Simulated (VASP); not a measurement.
# Ba (Im-3m) in VASP: a series of runs

Ba is run at these levels: PBE; tasks: single point.

Program: VASP 6.6.1. These are calculated values, not measurements. Logs are shortened: lines on timing, memory, paths and dates and some standing lists are left out, and cuts for length are marked.

**1. The cell of the first run**

The structure is cubic, space group Im-3m (No. 229). The conventional cell has a = 5.025 Å, b = 5.025 Å, c = 5.025 Å, α = 90.00°, β = 90.00°, γ = 90.00°. Ba (site symmetry m-3m) has 14 Ba at 4.35 to 5.03 Å within 5.7 Å.

**2. Single point, PBE**

Input file INCAR:

```
SYSTEM = Ba
PREC = Accurate
ENCUT = 520
EDIFF = 1E-6
ISMEAR = 0
SIGMA = 0.1
LREAL = .False.
LASPH = .True.
NELM = 100
ALGO = Normal
ISIF = 2
LWAVE = .False.
LCHARG = .False.
GGA = PE
NBANDS = 11
```

Input file KPOINTS:

```
Automatic mesh
0
Gamma
  6 6 6
  0 0 0
```

Input file POSCAR:

```
Ba
1.0
   -2.5125000000      2.5125000000      2.5125000000
    2.5125000000     -2.5125000000      2.5125000000
    2.5125000000      2.5125000000     -2.5125000000
Ba
1
Direct
    0.0000000000      0.0000000000      0.0000000000
```

Potentials or basis: VASP PAW PBE potentials, release 64 (Ba_sv).

The run is started by

```console
cat potpaw_PBE.64/Ba_sv/POTCAR > POTCAR
mpirun -np 1 vasp_std > vasp.out
```

OUTCAR:

```text
SYSTEM = Ba
   PREC = Accurate
   ENCUT = 520
   EDIFF = 1E-6
   ISMEAR = 0
   LREAL = .False.
   LASPH = .True.
   NELM = 100
   ISIF = 2
   GGA = PE

 ion  position               nearest neighbor table
   1  0.000  0.000  0.000-

  LATTYP: Found a body centered cubic cell.
 ALAT       =     5.0250000000

  Lattice vectors:

 A1 = (  -2.5125000000,   2.5125000000,   2.5125000000)
 A2 = (   2.5125000000,  -2.5125000000,   2.5125000000)
 A3 = (   2.5125000000,   2.5125000000,  -2.5125000000)

Analysis of symmetry for initial positions (statically):
=====================================================================
 Subroutine PRICEL returns:
 Original cell was already a primitive cell.

 Routine SETGRP: Setting up the symmetry group for a
 body centered cubic supercell.

 Subroutine GETGRP returns: Found 48 space group operations
 (whereof 48 operations were pure point group operations)
 out of a pool of 48 trial point group operations.

The static configuration has the point symmetry O_h .

Analysis of symmetry for dynamics (positions and initial velocities):
=====================================================================
 Subroutine PRICEL returns:
 Original cell was already a primitive cell.

 Routine SETGRP: Setting up the symmetry group for a
 body centered cubic supercell.

 Subroutine GETGRP returns: Found 48 space group operations
 (whereof 48 operations were pure point group operations)
 out of a pool of 48 trial point group operations.

The dynamic configuration has the point symmetry O_h .

 Subroutine INISYM returns: Found 48 space group operations
 (whereof 48 operations are pure point group operations),
 and found     1 'primitive' translations

----------------------------------------------------------------------------------------

                                     Primitive cell

  volume of cell :      63.4422

  direct lattice vectors                    reciprocal lattice vectors
    -2.512500000  2.512500000  2.512500000     0.000000000  0.199004975  0.199004975
     2.512500000 -2.512500000  2.512500000     0.199004975  0.000000000  0.199004975
     2.512500000  2.512500000 -2.512500000     0.199004975  0.199004975  0.000000000

  length of vectors
     4.351777654  4.351777654  4.351777654     0.281435535  0.281435535  0.281435535

  position of ions in fractional coordinates (direct lattice)
[... 71 lines left out ...]
   NSW    =      0    number of steps for IOM
   IBRION =     -1    ionic relax: 0-MD 1-quasi-New 2-CG
   NFREE  =      0    steps in history (QN), initial steepest desc. (CG)
   ISIF   =      2    stress and relaxation
   ISYM   =      2    0-nonsym 1-usesym 2-fastsym
   POTIM  = 0.5000    time-step for ionic-motion
   TEBEG  =    0.0;   TEEND  =   0.0 temperature during run
   PSTRESS=    0.0 pullay stress
   NELECT =      10.0000    total number of electrons
   NUPDOWN=      -1.0000    fix difference up-down
   EMIN   =  10.00;   EMAX   =-10.00  energy-range for DOS
   EFERMI =   0.00;   METHOD = LEGACY
   ISMEAR =     0;   SIGMA  =   0.10  broadening in eV -4-tet -1-fermi 0-gaus
   EFERMI_NEDOS =   21; number of points for ismear=-14 and -15
   IALGO  =     38    algorithm
   IMIX   =      4    mixing-type and parameters
     AMIX     =   0.40;   BMIX     =  1.00
     AMIX_MAG =   1.60;   BMIX_MAG =  1.00
  volume/ion in A,a.u.               =      63.44       428.13
  Fermi-wavevector in a.u.,A,eV,Ry     =   0.884332  1.671146 10.640347  0.782043
  Thomas-Fermi vector in A             =   2.005218
   LORBIT       =      0    0 simple, 1 ext, 2 COOP (PROOUT), +10 PAW based schemes
   GGA     = PE    functional components
   LHFCALC =     F    Hartree Fock is set to
   AEXX    =    0.0000 exact exchange contribution
   IVDW    =     0    specifies the selected vdW correction
   LEPSILON=     F    determine dielectric tensor
   LRPA    =     F    only Hartree local field effects (RPA)
 non-spin polarized calculation
 Gauss-broadening in eV      SIGMA  =   0.10
  energy-cutoff  :      520.00
  volume of cell :       63.44
 maximum number of plane-waves:      1724
   NGX = 17   NGY = 17   NGZ = 17

 number of electron      10.0000000 magnetization

 Free energy of the ion-electron system (eV)
  ---------------------------------------------------
  ext. energy  EPLUGINS =         0.00000000
  ---------------------------------------------------
  free energy    TOTEN  =        -1.90397384 eV

  energy without entropy =       -1.89560007  energy(sigma->0) =       -1.89978696

 E-fermi :   1.6527     XC(G=0):  -7.3876

 val. band max:        1.5449786841   @ k =  -0.3333   0.5000   0.1667
 cond. band min:       1.6679023042   @ k =  -0.3333   0.3333   0.3333
 fundamental gap:      0.1229236200
 Fermi energy:         1.6527160911

 k-point     1 :       0.0000    0.0000    0.0000
  band No.  band energies     occupation
      1     -27.2784      2.00000
      2     -12.2315      2.00000
      3     -12.2315      2.00000
      4     -12.2315      2.00000
      5      -1.1242      2.00000
      6       3.4455      0.00000
      7       3.4455      0.00000
      8       3.4455      0.00000
      9       4.8342      0.00000
     10       4.8342      0.00000
     11       8.5374      0.00000
[... 197 lines left out ...]
 k-point    16 :       0.5000    0.5000    0.5000
  band No.  band energies     occupation
      1     -27.2052      2.00000
      2     -12.5433      2.00000
      3     -12.5433      2.00000
      4     -12.5433      2.00000
      5       1.0861      2.00000
      6       1.0861      2.00000
      7       5.9485      0.00000
      8       5.9485      0.00000
      9       5.9485      0.00000
     10       6.3185      0.00000
     11       6.3185      0.00000

------------------------ aborting loop because EDIFF is reached ----------------------------------------

  FORCE on cell =-STRESS in cart. coord.  units (eV):
  Direction    XX          YY          ZZ          XY          YZ          ZX
  --------------------------------------------------------------------------------------
  -------------------------------------------------------------------------------------
  Total        0.0529742      0.0529742      0.0529742     -0.0000000      0.0000000     -0.0000000
  in kB        1.3378182      1.3378182      1.3378182     -0.0000000      0.0000000     -0.0000000
  external PRESSURE =       1.3378182 kB  Pullay stress =       0.0000000 kB

 VOLUME and BASIS-vectors are now :
 -----------------------------------------------------------------------------
  energy-cutoff  :      520.00
  volume of cell :       63.44
      direct lattice vectors                 reciprocal lattice vectors
    -2.512500000  2.512500000  2.512500000     0.000000000  0.199004975  0.199004975
     2.512500000 -2.512500000  2.512500000     0.199004975  0.000000000  0.199004975
     2.512500000  2.512500000 -2.512500000     0.199004975  0.199004975  0.000000000

 POSITION                                       TOTAL-FORCE (eV/Angst)
 -----------------------------------------------------------------------------------
      0.00000      0.00000      0.00000         0.000000      0.000000      0.000000
 -----------------------------------------------------------------------------------
    total drift:                               -0.000000      0.000000     -0.000000

  FREE ENERGIE OF THE ION-ELECTRON SYSTEM (eV)
  ---------------------------------------------------
  free  energy   TOTEN  =        -1.9039738436 eV

  energy  without entropy=       -1.8956000728  energy(sigma->0) =       -1.89978696
```

Wall time 5.2 s (1 thread of Intel Xeon 6975P-C (Granite Rapids), shared host); peak memory 0.17 GiB.

What came out:

- Free energy: -1.9040 eV
- Pressure: 0.1 GPa
- Band gap on the k mesh: zero (band 5 reaches 1.73 eV, above the bottom of band 6 at 1.09 eV)

Caveat: spin-orbit coupling is left out, which moves the levels of the heavy elements.

**3. Single point, PBE**

Input file INCAR:

```
ALGO = Normal ; EDIFF = 1E-6
ENCUT = 520 ; GGA = PE
ISIF = 2 ; ISMEAR = 0
LASPH = T ; LCHARG = F
LREAL = F ; LWAVE = F
NBANDS = 11 ; NELM = 80
PREC = Accurate ; SIGMA = 0.1
```

Input file KPOINTS:

```
k-points
0
Gamma
  10 10 10
```

Input file POSCAR:

```
Ba
1.0
   -2.5119562648      2.5119562648      2.5119562648
    2.5119562648     -2.5119562648      2.5119562648
    2.5119562648      2.5119562648     -2.5119562648
Ba
1
Direct
    0.0000000000      0.0000000000      0.0000000000
```

Potentials or basis: VASP PAW PBE potentials, release 64 (Ba_sv).

The run is started by

```console
cat potpaw_PBE.64/Ba_sv/POTCAR > POTCAR
mpirun -np 1 vasp_std > vasp.out
```

It took 11 s on 1 thread of Intel Xeon 6975P-C (Granite Rapids), shared host; peak memory 0.18 GiB.

The run converged. Its results:

| Property | Result |
| --- | --- |
| Free energy | -1.9100 eV |
| Pressure | 0.0 GPa |
| Band gap on the k mesh | zero (band 5 reaches 1.95 eV, above the bottom of band 6 at 1.09 eV) |

Levels at points of the mesh, in eV from the Fermi level:
```tsv
k point	band 2	band 3	band 4	band 5	band 6	band 7	band 8	band 9
(0.00, 0.00, 0.00)	-13.83	-13.83	-13.83	-2.73	1.84	1.84	1.84	3.23
(0.50, 0.00, 0.00)	-14.28	-13.98	-13.84	-0.87	0.71	1.25	3.20	3.78
(0.50, 0.50, 0.50)	-14.15	-14.15	-14.15	-0.52	-0.52	4.34	4.34	4.34
```

Caveat: spin-orbit coupling is left out, which moves the levels of the heavy elements.

**4. Single point, PBE**

This run uses another cell than the first one, of 63.78 Å³/atom, 1.005 times its volume.

Input file INCAR:

```
PREC = Accurate ; ENCUT = 520
EDIFF = 1E-6 ; ISMEAR = -1
SIGMA = 0.15 ; LREAL = F
LASPH = T ; NELM = 100
ALGO = Normal ; ISIF = 2
LWAVE = F ; LCHARG = F
GGA = PE ; NBANDS = 11
```

Input file KPOINTS:

```
regular mesh
0
Gamma
  12 12 12
```

Input file POSCAR:

```
Ba
1.0
   -2.5169404790      2.5169404790      2.5169404790
    2.5169404790     -2.5169404790      2.5169404790
    2.5169404790      2.5169404790     -2.5169404790
Ba
1
Direct
    0.0000000000      0.0000000000      0.0000000000
```

Potentials or basis: VASP PAW PBE potentials, release 64 (Ba_sv).

The run is started by

```console
cat potpaw_PBE.64/Ba_sv/POTCAR > POTCAR
mpirun -np 1 vasp_std > vasp.out
```

OUTCAR:

```text
PREC = Accurate
   ENCUT = 520
   EDIFF = 1E-6
   ISMEAR = -1
   LREAL = F
   LASPH = T
   NELM = 100
   ISIF = 2
   GGA = PE

 ion  position               nearest neighbor table
   1  0.000  0.000  0.000-

  LATTYP: Found a body centered cubic cell.
 ALAT       =     5.0338809580

  Lattice vectors:

 A1 = (  -2.5169404790,   2.5169404790,   2.5169404790)
 A2 = (   2.5169404790,  -2.5169404790,   2.5169404790)
 A3 = (   2.5169404790,   2.5169404790,  -2.5169404790)

Analysis of symmetry for initial positions (statically):
=====================================================================
 Subroutine PRICEL returns:
 Original cell was already a primitive cell.

 Routine SETGRP: Setting up the symmetry group for a
 body centered cubic supercell.

 Subroutine GETGRP returns: Found 48 space group operations
 (whereof 48 operations were pure point group operations)
 out of a pool of 48 trial point group operations.

The static configuration has the point symmetry O_h .

Analysis of symmetry for dynamics (positions and initial velocities):
=====================================================================
 Subroutine PRICEL returns:
[... 157 lines left out ...]
 cond. band min:       1.6381239356   @ k =  -0.4167  -0.4167   0.1667
 fundamental gap:      0.0464681356
 Fermi energy:         1.6288181854

 k-point     1 :       0.0000    0.0000    0.0000
  band No.  band energies     occupation
      1     -27.2898      2.00000
      2     -12.2474      2.00000
      3     -12.2474      2.00000
      4     -12.2474      2.00000
      5      -1.1367      2.00000
      6       3.4263      0.00001
      7       3.4263      0.00001
      8       3.4263      0.00001
      9       4.8120      0.00000
     10       4.8120      0.00000
     11       8.5058      0.00000
[... 309 lines left out ...]
 k-point    24 :       0.4167    0.0833    0.0833
  band No.  band energies     occupation
      1     -27.2481      2.00000
      2     -12.6601      2.00000
      3     -12.4100      2.00000
      4     -12.2795      2.00000
      5       0.9934      1.97148
      6       2.2124      0.04004
      7       2.6604      0.00206
      8       4.9024      0.00000
      9       5.3748      0.00000
     10       7.0351      0.00000
     11       7.1896      0.00000

 [... further k-points ...]
[... 5 lines left out ...]
  --------------------------------------------------------------------------------------
  -------------------------------------------------------------------------------------
  Total        0.0194169      0.0194169      0.0194169      0.0000000      0.0000000     -0.0000000
  in kB        0.4877654      0.4877654      0.4877654      0.0000000      0.0000000     -0.0000000
  external PRESSURE =       0.4877654 kB  Pullay stress =       0.0000000 kB

 VOLUME and BASIS-vectors are now :
 -----------------------------------------------------------------------------
  energy-cutoff  :      520.00
  volume of cell :       63.78
      direct lattice vectors                 reciprocal lattice vectors
    -2.516940479  2.516940479  2.516940479     0.000000000  0.198653883  0.198653883
     2.516940479 -2.516940479  2.516940479     0.198653883  0.000000000  0.198653883
     2.516940479  2.516940479 -2.516940479     0.198653883  0.198653883  0.000000000

 POSITION                                       TOTAL-FORCE (eV/Angst)
 -----------------------------------------------------------------------------------
      0.00000      0.00000      0.00000        -0.000000      0.000000     -0.000000
 -----------------------------------------------------------------------------------
    total drift:                                0.000000      0.000000      0.000000

  FREE ENERGIE OF THE ION-ELECTRON SYSTEM (eV)
  ---------------------------------------------------
  free  energy   TOTEN  =        -1.9586250629 eV

  energy  without entropy=       -1.8462239084  energy(sigma->0) =       -1.90242449
```

OSZICAR:

```text
N       E                     dE             d eps       ncg     rms          rms(c)
DAV:   1     0.533129884395E+02    0.53313E+02   -0.41640E+03  1584   0.742E+02
DAV:   2     0.763639357076E+00   -0.52549E+02   -0.51116E+02  1852   0.136E+02
DAV:   3    -0.187086651234E+01   -0.26345E+01   -0.26160E+01  2044   0.314E+01
DAV:   4    -0.195594394980E+01   -0.85077E-01   -0.84893E-01  2090   0.514E+00
DAV:   5    -0.195805094582E+01   -0.21070E-02   -0.21065E-02  2133   0.660E-01    0.162E+00
DAV:   6    -0.195784533306E+01    0.20561E-03   -0.35711E-03  1952   0.548E-01    0.960E-01
DAV:   7    -0.195843095644E+01   -0.58562E-03   -0.66039E-03  1832   0.869E-01    0.444E-02
DAV:   8    -0.195861388911E+01   -0.18293E-03   -0.33135E-04  2400   0.115E-01    0.338E-02
DAV:   9    -0.195862304278E+01   -0.91537E-05   -0.71761E-06  1987   0.246E-02    0.605E-03
DAV:  10    -0.195862507003E+01   -0.20273E-05   -0.52927E-06  1895   0.149E-02    0.144E-03
DAV:  11    -0.195862506286E+01    0.71709E-08   -0.56702E-07  1077   0.632E-03
   1 F= -.19586251E+01 E0= -.19024245E+01  d E =-.112401E+00
```

It took 15 s on 1 thread of Intel Xeon 6975P-C (Granite Rapids), shared host; peak memory 0.2 GiB.

Results:

| Quantity | Value |
| --- | --- |
| Free energy | -1.9586 eV |
| Pressure | 0.0 GPa |
| Band gap on the k mesh | zero (band 5 reaches 2.12 eV, above the bottom of band 6 at 1.08 eV) |

Caveat: spin-orbit coupling is left out, which moves the levels of the heavy elements.

**5. Summary**

| cell | k mesh | smearing | gap on the mesh (eV) | pressure (GPa) |
| --- | --- | --- | --- | --- |
| a = 4.352 Å, angles 109.5°, 1 atom | 6 × 6 × 6 | gaussian 0.1 eV | none | 0.1 |
| a = 4.351 Å, angles 109.5°, 1 atom | 10 × 10 × 10 | gaussian 0.1 eV | none | 0.0 |
| a = 4.359 Å, angles 109.5°, 1 atom | 12 × 12 × 12 | fermi-dirac 0.15 eV | none | 0.0 |

Alike in all rows: task single point; level PBE; potentials or basis VASP PAW PBE potentials, release 64 (Ba_sv); no spin polarisation; cutoff (eV) 520.

Caveats: spin-orbit coupling is left out, which moves the levels of the heavy elements.

Absolute energies hang on the potentials; compare differences alone.
